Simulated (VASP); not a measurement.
# TaN (P-6m2) in VASP: notebook

Runs on TaN. Level: PBEsol. Tasks: single point.

All numbers are computed with VASP 6.6.1; they aren't measurements. Logs are shortened: lines on timing, memory, paths and dates and some standing lists are left out, and cuts for length are marked.

## Step 1: The cell of the first run

It takes space group P-6m2 (No. 187, hexagonal). The conventional cell has a = 3.021 Å, b = 3.021 Å, c = 2.727 Å, α = 90.00°, β = 90.00°, γ = 120.00°. Ta (site symmetry -6m2) has 6 N at 2.21 Å and 2 Ta at 2.73 Å within 2.9 Å. Within 2.9 Å of N (site symmetry -6m2) lie 6 Ta at 2.21 Å and 2 N at 2.73 Å.

## Step 2: Single point, PBEsol

INCAR reads:

```
PREC = Accurate
ENCUT = 520
EDIFF = 1E-7
ISMEAR = 0
SIGMA = 0.15
LREAL = F
LASPH = T
NELM = 100
ALGO = Normal
ISIF = 2
LWAVE = F
LCHARG = F
GGA = PS
NBANDS = 15
```

KPOINTS reads:

```
Automatic mesh
0
Gamma
  24 24 18
```

POSCAR reads:

```
TaN
1.0
    3.0208026035      0.0000000000      0.0000000000
   -1.5104013018      2.6160917945      0.0000000000
    0.0000000000      0.0000000000      2.7271133787
Ta N
1 1
Direct
    0.3333333333      0.6666666667      0.5000000000
    0.0000000000      0.0000000000      0.0000000000
```

Potentials or basis: VASP PAW PBE potentials, release 64 (Ta_pv, N).

Started as:

```
cat potpaw_PBE.64/Ta_pv/POTCAR potpaw_PBE.64/N/POTCAR > POTCAR
mpirun -np 1 vasp_std > vasp.out
```

OUTCAR:

```text
PREC = Accurate
   ENCUT = 520
   EDIFF = 1E-7
   ISMEAR = 0
   LREAL = F
   LASPH = T
   NELM = 100
   ISIF = 2
   GGA = PS

 ion  position               nearest neighbor table
   1  0.333  0.667  0.500-   2 2.21   2 2.21   2 2.21   2 2.21   2 2.21   2 2.21
   2  0.000  0.000  0.000-   1 2.21   1 2.21   1 2.21   1 2.21   1 2.21   1 2.21

  LATTYP: Found a hexagonal cell.
 ALAT       =     3.0208026035
 C/A-ratio  =     0.9027777504

  Lattice vectors:

 A1 = (   3.0208026035,   0.0000000000,   0.0000000000)
 A2 = (  -1.5104013018,   2.6160917945,   0.0000000000)
 A3 = (   0.0000000000,   0.0000000000,   2.7271133787)

Analysis of symmetry for initial positions (statically):
=====================================================================
 Subroutine PRICEL returns:
 Original cell was already a primitive cell.

 Routine SETGRP: Setting up the symmetry group for a
 hexagonal supercell.

 Subroutine GETGRP returns: Found 12 space group operations
 (whereof 12 operations were pure point group operations)
 out of a pool of 24 trial point group operations.

The static configuration has the point symmetry D_3h.

Analysis of symmetry for dynamics (positions and initial velocities):
=====================================================================
 Subroutine PRICEL returns:
 Original cell was already a primitive cell.

 Routine SETGRP: Setting up the symmetry group for a
 hexagonal supercell.

 Subroutine GETGRP returns: Found 12 space group operations
 (whereof 12 operations were pure point group operations)
 out of a pool of 24 trial point group operations.

The dynamic configuration has the point symmetry D_3h.

 Subroutine INISYM returns: Found 12 space group operations
 (whereof 12 operations are pure point group operations),
 and found     1 'primitive' translations

----------------------------------------------------------------------------------------

                                     Primitive cell

  volume of cell :      21.5516

  direct lattice vectors                    reciprocal lattice vectors
     3.020802603  0.000000000  0.000000000     0.331037850  0.191124792  0.000000000
    -1.510401302  2.616091794  0.000000000     0.000000000  0.382249584  0.000000000
     0.000000000  0.000000000  2.727113379     0.000000000  0.000000000  0.366688091

  length of vectors
     3.020802603  3.020802604  2.727113379     0.382249584  0.382249584  0.366688091

  position of ions in fractional coordinates (direct lattice)
     0.333333333  0.666666667  0.500000000
[... 89 lines left out ...]
   NELECT =      16.0000    total number of electrons
   NUPDOWN=      -1.0000    fix difference up-down
   EMIN   =  10.00;   EMAX   =-10.00  energy-range for DOS
   EFERMI =   0.00;   METHOD = LEGACY
   ISMEAR =     0;   SIGMA  =   0.15  broadening in eV -4-tet -1-fermi 0-gaus
   EFERMI_NEDOS =   21; number of points for ismear=-14 and -15
   IALGO  =     38    algorithm
   IMIX   =      4    mixing-type and parameters
     AMIX     =   0.40;   BMIX     =  1.00
     AMIX_MAG =   1.60;   BMIX_MAG =  1.00
  volume/ion in A,a.u.               =      10.78        72.72
  Fermi-wavevector in a.u.,A,eV,Ry     =   1.482366  2.801265 29.897546  2.197408
  Thomas-Fermi vector in A             =   2.596161
   LORBIT       =      0    0 simple, 1 ext, 2 COOP (PROOUT), +10 PAW based schemes
   GGA     = PS    functional components
   LHFCALC =     F    Hartree Fock is set to
   AEXX    =    0.0000 exact exchange contribution
   IVDW    =     0    specifies the selected vdW correction
   LEPSILON=     F    determine dielectric tensor
   LRPA    =     F    only Hartree local field effects (RPA)
 non-spin polarized calculation
 Gauss-broadening in eV      SIGMA  =   0.15
  energy-cutoff  :      520.00
  volume of cell :       21.55
 maximum number of plane-waves:       594
 NGX is ok and might be reduce to    24

 number of electron      16.0000001 magnetization

 Free energy of the ion-electron system (eV)
  ---------------------------------------------------
  ext. energy  EPLUGINS =         0.00000000
  ---------------------------------------------------
  free energy    TOTEN  =       -23.59927071 eV

  energy without entropy =      -23.59789923  energy(sigma->0) =      -23.59858497

 E-fermi :   8.1257     XC(G=0): -13.4877

 val. band max:        8.1096176791   @ k =   0.0417   0.0000   0.3889
 cond. band min:       8.1320662897   @ k =   0.0417   0.0000   0.4444
 fundamental gap:      0.0224486106
 Fermi energy:         8.1256686408

 k-point     1 :       0.0000    0.0000    0.0000
  band No.  band energies     occupation
      1     -26.5071      2.00000
      2     -26.5071      2.00000
      3     -26.4091      2.00000
      4      -9.7067      2.00000
      5       2.9170      2.00000
      6       2.9170      2.00000
      7       3.9661      2.00000
      8       5.7908      2.00000
      9       9.7312      0.00000
     10      12.1634      0.00000
     11      12.1634      0.00000
     12      12.3568      0.00000
     13      12.3568      0.00000
     14      21.3174      0.00000
[... 401 lines left out ...]
      2     -26.7069      2.00000
      3     -26.3058      2.00000
      4      -7.5594      2.00000
      5      -0.2662      2.00000
      6       3.7468      2.00000
      7       4.1824      2.00000
      8       4.9239      2.00000
      9      11.2182      0.00000
     10      11.4520      0.00000
     11      12.7051      0.00000
     12      13.9255      0.00000
     13      16.2154      0.00000
     14      19.1565      0.00000
     15      21.5382      0.00000

 [... further k-points ...]

------------------------ aborting loop because EDIFF is reached ----------------------------------------

  FORCE on cell =-STRESS in cart. coord.  units (eV):
  Direction    XX          YY          ZZ          XY          YZ          ZX
  --------------------------------------------------------------------------------------
  -------------------------------------------------------------------------------------
  Total       -2.4926584     -2.4926584      4.9563042      0.0000000      0.0000000     -0.0000000
  in kB     -185.3082785   -185.3082785    368.4597181      0.0000000      0.0000000     -0.0000000
  external PRESSURE =      -0.7189463 kB  Pullay stress =       0.0000000 kB

 VOLUME and BASIS-vectors are now :
 -----------------------------------------------------------------------------
  energy-cutoff  :      520.00
  volume of cell :       21.55
      direct lattice vectors                 reciprocal lattice vectors
     3.020802603  0.000000000  0.000000000     0.331037850  0.191124792  0.000000000
    -1.510401302  2.616091794  0.000000000     0.000000000  0.382249584  0.000000000
     0.000000000  0.000000000  2.727113379     0.000000000  0.000000000  0.366688091

 POSITION                                       TOTAL-FORCE (eV/Angst)
 -----------------------------------------------------------------------------------
     -0.00000      1.74406      1.36356        -0.000000      0.000000      0.000000
      0.00000      0.00000      0.00000         0.000000     -0.000000      0.000000
 -----------------------------------------------------------------------------------
    total drift:                                0.000000     -0.000000     -0.000000

  FREE ENERGIE OF THE ION-ELECTRON SYSTEM (eV)
  ---------------------------------------------------
  free  energy   TOTEN  =       -23.5992707055 eV

  energy  without entropy=      -23.5978992327  energy(sigma->0) =      -23.59858497
```

Run time: 2.7 min. Hardware: 1 thread of Intel Xeon 8259CL, shared host; peak memory 0.3 GiB.

What came out:

```
Free energy            : -23.5993 eV
Pressure               : -0.1 GPa
Band gap on the k mesh : zero (bands 8 and 9 overlap by 0.44 eV)
```

Stress tensor (GPa, compression positive):
```
-18.53   0.00   0.00
  0.00 -18.53   0.00
  0.00   0.00  36.85
```

Caveat: the PAW data sets were made with another functional, which shifts forces and pressure a little; spin-orbit coupling is left out, which moves the levels of the heavy elements.

## Step 3: Single point, PBEsol

This run uses another cell than the first one, of the same volume but with other edges.

INCAR reads:

```
ALGO     = Normal         # electronic algorithm
EDIFF    = 1E-7           # SCF threshold, eV
ENCUT    = 520            # plane-wave cutoff, eV
GGA      = PS             # functional
ISIF     = 2              # what is computed and relaxed
ISMEAR   = 0              # smearing method
LASPH    = T              # aspherical terms in the spheres
LCHARG   = F              # write CHGCAR
LREAL    = F              # projectors in reciprocal space
LWAVE    = F              # write WAVECAR
NBANDS   = 15             # bands
NELM     = 60             # most SCF steps
PREC     = Accurate       # precision mode
SIGMA    = 0.15           # smearing width, eV
```

KPOINTS reads:

```
k-points
0
Gamma
  24 24 18
```

POSCAR reads:

```
TaN
1.0
    2.8461255956      0.0000000000      0.0000000000
   -1.4230627978      2.4648170681      0.0000000000
    0.0000000000      0.0000000000      3.0721312486
Ta N
1 1
Direct
    0.3333333333      0.6666666667      0.5000000000
    0.0000000000      0.0000000000      0.0000000000
```

Potentials or basis: VASP PAW PBE potentials, release 64 (Ta_pv, N).

Started as:

```
cat potpaw_PBE.64/Ta_pv/POTCAR potpaw_PBE.64/N/POTCAR > POTCAR
mpirun -np 1 vasp_std > vasp.out
```

OUTCAR:

```text
EDIFF = 1E-7
   ENCUT = 520
   GGA = PS
   ISIF = 2
   ISMEAR = 0
   LASPH = T
   LREAL = F
   NELM = 60
   PREC = Accurate

 ion  position               nearest neighbor table
   1  0.333  0.667  0.500-   2 2.25   2 2.25   2 2.25   2 2.25   2 2.25   2 2.25
   2  0.000  0.000  0.000-   1 2.25   1 2.25   1 2.25   1 2.25   1 2.25   1 2.25

  LATTYP: Found a hexagonal cell.
 ALAT       =     2.8461255956
 C/A-ratio  =     1.0794081798

  Lattice vectors:

 A1 = (   2.8461255956,   0.0000000000,   0.0000000000)
 A2 = (  -1.4230627978,   2.4648170681,   0.0000000000)
 A3 = (   0.0000000000,   0.0000000000,   3.0721312486)

Analysis of symmetry for initial positions (statically):
=====================================================================
 Subroutine PRICEL returns:
 Original cell was already a primitive cell.

 Routine SETGRP: Setting up the symmetry group for a
 hexagonal supercell.

 Subroutine GETGRP returns: Found 12 space group operations
 (whereof 12 operations were pure point group operations)
 out of a pool of 24 trial point group operations.

[... 174 lines left out ...]
      3     -26.3673      2.00000
      4      -9.5247      2.00000
      5       3.4272      2.00000
      6       4.2996      2.00000
      7       4.2996      2.00000
      8       4.6599      2.00000
      9      11.1258      0.00000
     10      11.1258      0.00000
     11      11.1618      0.00000
     12      11.9524      0.00000
     13      11.9524      0.00000
     14      21.0057      0.00000
[... 401 lines left out ...]
      2     -26.7495      2.00000
      3     -26.6810      2.00000
      4      -6.9719      2.00000
      5      -0.0316      2.00000
      6       2.1807      2.00000
      7       4.3242      2.00000
      8       5.5230      2.00000
      9      10.5140      0.00000
     10      12.7013      0.00000
     11      12.9579      0.00000
     12      13.5629      0.00000
     13      15.6853      0.00000
     14      19.9237      0.00000
     15      21.3739      0.00000

 [... further k-points ...]

------------------------ aborting loop because EDIFF is reached ----------------------------------------

  FORCE on cell =-STRESS in cart. coord.  units (eV):
  Direction    XX          YY          ZZ          XY          YZ          ZX
  --------------------------------------------------------------------------------------
  -------------------------------------------------------------------------------------
  Total        2.0235695      2.0235695     -5.9810910      0.0000000      0.0000000      0.0000000
  in kB      150.4354463    150.4354463   -444.6440393      0.0000000      0.0000000      0.0000000
  external PRESSURE =     -47.9243822 kB  Pullay stress =       0.0000000 kB

 VOLUME and BASIS-vectors are now :
 -----------------------------------------------------------------------------
  energy-cutoff  :      520.00
  volume of cell :       21.55
      direct lattice vectors                 reciprocal lattice vectors
     2.846125596  0.000000000  0.000000000     0.351354839  0.202854811  0.000000000
    -1.423062798  2.464817068  0.000000000     0.000000000  0.405709622  0.000000000
     0.000000000  0.000000000  3.072131249     0.000000000  0.000000000  0.325506926

 POSITION                                       TOTAL-FORCE (eV/Angst)
 -----------------------------------------------------------------------------------
     -0.00000      1.64321      1.53607        -0.000000      0.000000      0.000000
      0.00000      0.00000      0.00000         0.000000      0.000000      0.000000
 -----------------------------------------------------------------------------------
    total drift:                                0.000000     -0.000000     -0.000000

  FREE ENERGIE OF THE ION-ELECTRON SYSTEM (eV)
  ---------------------------------------------------
  free  energy   TOTEN  =       -23.5473319567 eV

  energy  without entropy=      -23.5467904874  energy(sigma->0) =      -23.54706122
```

OSZICAR:

```text
N       E                     dE             d eps       ncg     rms          rms(c)
DAV:   1     0.893807008086E+02    0.89381E+02   -0.87208E+03 18300   0.113E+03
DAV:   2    -0.231208915215E+02   -0.11250E+03   -0.10588E+03 22227   0.305E+02
DAV:   3    -0.258938273286E+02   -0.27729E+01   -0.27603E+01 20631   0.446E+01
DAV:   4    -0.259050932599E+02   -0.11266E-01   -0.11263E-01 23998   0.308E+00
DAV:   5    -0.259051629262E+02   -0.69666E-04   -0.69662E-04 21142   0.226E-01    0.232E+01
DAV:   6    -0.236770716059E+02    0.22281E+01   -0.35002E+00 24748   0.225E+01    0.997E+00
DAV:   7    -0.235880369796E+02    0.89035E-01   -0.66044E-01 20477   0.628E+00    0.683E+00
DAV:   8    -0.235537158143E+02    0.34321E-01   -0.16314E-01 23368   0.343E+00    0.123E+00
DAV:   9    -0.235474812032E+02    0.62346E-02   -0.13209E-02 20708   0.966E-01    0.189E-01
DAV:  10    -0.235473960056E+02    0.85198E-04   -0.10553E-03 22731   0.383E-01    0.661E-02
DAV:  11    -0.235473317219E+02    0.64284E-04   -0.81323E-05 21996   0.104E-01    0.959E-03
DAV:  12    -0.235473319971E+02   -0.27517E-06   -0.10651E-05 19651   0.300E-02    0.420E-03
DAV:  13    -0.235473319567E+02    0.40415E-07   -0.60011E-08 17361   0.295E-03
   1 F= -.23547332E+02 E0= -.23547061E+02  d E =-.541469E-03
```

Wall time 3.2 min (1 thread of Intel Xeon 8259CL, shared host); peak memory 0.31 GiB.

Results:

* Free energy: -23.5473 eV
* Pressure: -4.8 GPa
* Band gap on the k mesh: zero (bands 8 and 9 overlap by 0.38 eV)

Stress tensor (GPa, compression positive):
```
 15.04   0.00   0.00
  0.00  15.04   0.00
  0.00   0.00 -44.46
```

Caveat: the cell stands under tension; the PAW data sets were made with another functional, which shifts forces and pressure a little; spin-orbit coupling is left out, which moves the levels of the heavy elements.

## Step 4: Single point, PBEsol

This run uses another cell than the first one, of the same volume but with other edges.

INCAR reads:

```
  PREC = Accurate
  ENCUT = 520
  EDIFF = 1E-6
  ISMEAR = 0
  SIGMA = 0.15
  LREAL = F
  LASPH = T
  NELM = 80
  ALGO = Normal
  ISIF = 2
  LWAVE = F
  LCHARG = T
  GGA = PS
  LELF = T
  LVHAR = T
  NBANDS = 15
```

KPOINTS reads:

```
Automatic mesh
0
Gamma
  24 24 18
```

POSCAR reads:

```
TaN
1.0
    2.9782504199      0.0000000000      0.0000000000
   -1.4891252100      2.5792405225      0.0000000000
    0.0000000000      0.0000000000      2.8055981365
Ta N
1 1
Direct
    0.3333333333      0.6666666667      0.5000000000
    0.0000000000      0.0000000000      0.0000000000
```

Started as:

```
cat potpaw_PBE.64/Ta_pv/POTCAR potpaw_PBE.64/N/POTCAR > POTCAR
mpirun -np 1 vasp_std > vasp.out
```

It took 3.2 min on 1 thread of Intel Xeon 8259CL, shared host; peak memory 0.31 GiB.

The run converged. Its results:

| Item | Value |
| --- | --- |
| Free energy | -23.7550 eV |
| Pressure | -2.6 GPa |
| Band gap on the k mesh | zero (bands 8 and 9 overlap by 0.49 eV) |

Stress tensor (GPa, compression positive):
```
-11.37   0.00   0.00
  0.00 -11.37   0.00
  0.00   0.00  15.06
```

Levels at points of the mesh, in eV from the Fermi level:
```csv
k point,band 5,band 6,band 7,band 8,band 9,band 10,band 11,band 12
"(0.00, 0.00, 0.00)",-4.88,-4.88,-4.15,-2.64,1.91,3.83,3.83,4.09
"(0.50, 0.00, 0.00)",-8.36,-4.81,-3.50,-3.37,3.19,3.66,5.01,5.45
"(0.00, 0.00, 0.50)",-9.35,-4.07,-4.07,-0.05,-0.05,3.00,3.02,3.02
"(0.50, 0.00, 0.50)",-7.37,-6.14,-5.96,-0.20,4.11,5.12,6.33,6.98
```

Caveat: the PAW data sets were made with another functional, which shifts forces and pressure a little; spin-orbit coupling is left out, which moves the levels of the heavy elements.

## Step 5: Summary

| cell | gap on the mesh (eV) | pressure (GPa) |
| --- | --- | --- |
| a = 3.021, b = 3.021, c = 2.727 Å, angles 90.0, 90.0, 120.0°, 2 atoms | none | -0.1 |
| a = 2.846, b = 2.846, c = 3.072 Å, angles 90.0, 90.0, 120.0°, 2 atoms | none | -4.8 |
| a = 2.978, b = 2.978, c = 2.806 Å, angles 90.0, 90.0, 120.0°, 2 atoms | none | -2.6 |

Alike in all rows: task single point; level PBEsol; potentials or basis VASP PAW PBE potentials, release 64 (Ta_pv, N); no spin polarisation; k mesh 24 × 24 × 18; cutoff (eV) 520; smearing gaussian 0.15 eV.

Caveats: the PAW data sets were made with another functional, which shifts forces and pressure a little; spin-orbit coupling is left out, which moves the levels of the heavy elements; the cell stands under tension (at least some runs).

Absolute energies hang on the potentials; compare differences alone.
